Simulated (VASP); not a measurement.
# TbBe2H2 (P6/mmm) in VASP: a series of runs, part 2 of 2

VASP 6.6.1. Earlier steps stand in the parts before.

### 3 Relaxation of cell and atoms, PBE

This run uses another cell than the first one, of 11.68 Å³/atom.

INCAR reads:

```
PREC     = Accurate       # precision mode
ENCUT    = 600            # plane-wave cutoff, eV
EDIFF    = 1E-7           # SCF threshold, eV
ISMEAR   = 0              # smearing method
SIGMA    = 0.1            # smearing width, eV
LREAL    = False          # projectors in reciprocal space
LASPH    = True           # aspherical terms in the spheres
NELM     = 200            # most SCF steps
ALGO     = Normal         # electronic algorithm
ISIF     = 3              # what is computed and relaxed
LWAVE    = False          # write WAVECAR
LCHARG   = False          # write CHGCAR
GGA      = PE             # functional
IBRION   = 2              # ionic algorithm
NSW      = 100            # ionic steps
EDIFFG   = -0.01          # ionic threshold
GGA_COMPAT= False        
NELMIN   = 4            
LMAXMIX  = 6              # l up to which the mixer works
```

KPOINTS reads:

```
regular mesh
0
Gamma
  12 12 8
```

POSCAR reads:

```
TbBe2H2
1.0
    3.7107505349      0.0000000000      0.0000000000
   -1.8553752674      3.2136042303      0.0000000000
    0.0000000000      0.0000000000      4.8970848480
Tb Be H
1 2 2
Direct
    0.0000000000      0.0000000000      0.5000000000
    0.3333333333      0.6666666667      0.0000000000
    0.6666666667      0.3333333333      0.0000000000
    0.0000000000      0.0000000000      0.0867028363
    0.0000000000      0.0000000000      0.9132971637
```

Potentials or basis: VASP PAW PBE potentials, release 64 (Tb_3, Be, H), 4f in core.

Launch:

```
$ cat potpaw_PBE.64/Tb_3/POTCAR potpaw_PBE.64/Be/POTCAR potpaw_PBE.64/H/POTCAR > POTCAR
$ mpirun -np 1 vasp_std > vasp.out
```

OUTCAR:

```text
PREC = Accurate
   ENCUT = 600
   EDIFF = 1E-7
   ISMEAR = 0
   LREAL = False
   LASPH = True
   NELM = 200
   ISIF = 3
   GGA = PE
   IBRION = 2
   NSW = 100
   EDIFFG = -0.01
   NELMIN = 4

 ion  position               nearest neighbor table
   1  0.000  0.000  0.500-   4 2.02   5 2.02
   2  0.333  0.667  0.000-   3 2.14   3 2.14   3 2.14
   3  0.667  0.333  0.000-   2 2.14   2 2.14   2 2.14
   4  0.000  0.000  0.087-   5 0.85   1 2.02
   5  0.000  0.000  0.913-   4 0.85   1 2.02

  LATTYP: Found a hexagonal cell.
 ALAT       =     3.7107505349
 C/A-ratio  =     1.3197019853

  Lattice vectors:

 A1 = (   3.7107505349,   0.0000000000,   0.0000000000)
 A2 = (  -1.8553752674,   3.2136042303,   0.0000000000)
[... 512 lines left out ...]

 k-point     1 :       0.0000    0.0000    0.0000
  band No.  band energies     occupation
      1     -19.1225      2.00000
      2     -18.7549      2.00000
      3     -18.7549      2.00000
      4      -7.6341      2.00000
      5       0.1782      2.00000
      6       1.7874      2.00000
      7       4.3965      0.00000
      8       4.3965      0.00000
      9       5.4684      0.00000
     10       7.2592      0.00000
     11       7.2592      0.00000
[... 309 lines left out ...]
 k-point    24 :       0.3333   -0.0000    0.1250
  band No.  band energies     occupation
      1     -19.0901      2.00000
      2     -19.0237      2.00000
      3     -18.8182      2.00000
      4      -6.9006      2.00000
      5      -0.1800      2.00000
      6       1.6749      2.00000
      7       2.4131      2.00000
      8       3.2648      1.99885
      9       5.1668      0.00000
     10       6.2153      0.00000
     11       6.3913      0.00000

 [... further k-points ...]

------------------------ aborting loop because EDIFF is reached ----------------------------------------

  FORCE on cell =-STRESS in cart. coord.  units (eV):
  Direction    XX          YY          ZZ          XY          YZ          ZX
  --------------------------------------------------------------------------------------
  -------------------------------------------------------------------------------------
  Total        0.0057692      0.0057692     -0.0203674      0.0000000      0.0000000      0.0000000
  in kB        0.1563810      0.1563810     -0.5520803      0.0000000      0.0000000      0.0000000
  external PRESSURE =      -0.0797727 kB  Pullay stress =       0.0000000 kB
[... 20 lines left out ...]
  FREE ENERGIE OF THE ION-ELECTRON SYSTEM (eV)
  ---------------------------------------------------
  free  energy   TOTEN  =       -15.7877091837 eV

  energy  without entropy=      -15.7722501483  energy(sigma->0) =      -15.77997967

 reached required accuracy - stopping structural energy minimisation
```

It took 3 min on 1 thread of Intel Xeon 6975P-C (Granite Rapids), shared host; peak memory 0.26 GiB.

Results:

```
Free energy                           : -15.7877 eV
Relaxed volume                        : 11.82 Å³/atom
Relaxed cell                          : a = 3.732 Å, b = 3.732 Å, c = 4.900 Å, α = 90.00°, β = 90.00°, γ = 120.00°
Space group after relaxing (to 0.1 Å) : P6/mmm (No. 191)
Energy gained by relaxing             : 0.4 meV/atom
Ionic steps                           : 9
Pressure after relaxing               : 0.0 GPa
Band gap on the k mesh                : zero (an odd number of electrons rules out a gap without spin polarisation)
```

Step by step:
| step | energy change (eV) | largest force (eV/Å) | pressure (GPa) | volume (Å³) |
| --- | --- | --- | --- | --- |
| 1 | 0.0000 | 0.1162 | 0.68 | 58.40 |
| 2 | -0.0018 | 0.0314 | 0.20 | 58.82 |
| 3 | -0.0018 | 0.0461 | 0.15 | 58.86 |
| 4 | -0.0021 | 0.0218 | 0.04 | 59.00 |
| 5 | -0.0022 | 0.0111 | -0.10 | 59.19 |
| 6 | -0.0022 | 0.0018 | -0.07 | 59.14 |
| 7 | -0.0022 | 0.0012 | -0.05 | 59.12 |
| 8 | -0.0022 | 0.0002 | -0.05 | 59.13 |
| 9 | -0.0022 | 0.0003 | -0.01 | 59.11 |

Final structure:
```
CELL_PARAMETERS angstrom
3.73232 0.00000 0.00000
-1.86616 3.23228 0.00000
0.00000 0.00000 4.89954
ATOMIC_POSITIONS crystal
Tb 0.00000 0.00000 0.50000
Be 0.33333 0.66667 0.00000
Be 0.66667 0.33333 0.00000
H 0.00000 0.00000 0.08729
H 0.00000 0.00000 0.91271
```

Levels at points of the mesh, in eV from the Fermi level:
| k point | band 6 | band 7 | band 8 | band 9 | band 10 | band 11 |
| --- | --- | --- | --- | --- | --- | --- |
| (0.00, 0.00, 0.00) | -1.71 | 0.90 | 0.90 | 1.97 | 3.76 | 3.76 |
| (0.50, 0.00, 0.00) | -1.67 | -1.33 | -0.41 | 1.82 | 2.69 | 2.88 |
| (0.00, 0.00, 0.50) | -0.83 | -0.63 | 1.95 | 1.95 | 2.13 | 2.13 |
| (0.50, 0.00, 0.50) | -1.88 | -1.10 | -0.31 | -0.18 | 0.42 | 4.25 |

Caveat: spin-orbit coupling is left out, which moves the levels of the heavy elements; the 4f electrons are frozen in the core, so they carry no moment and show no levels. Spin polarisation is off, so any magnetic state and its effect on volume and gap are missing.
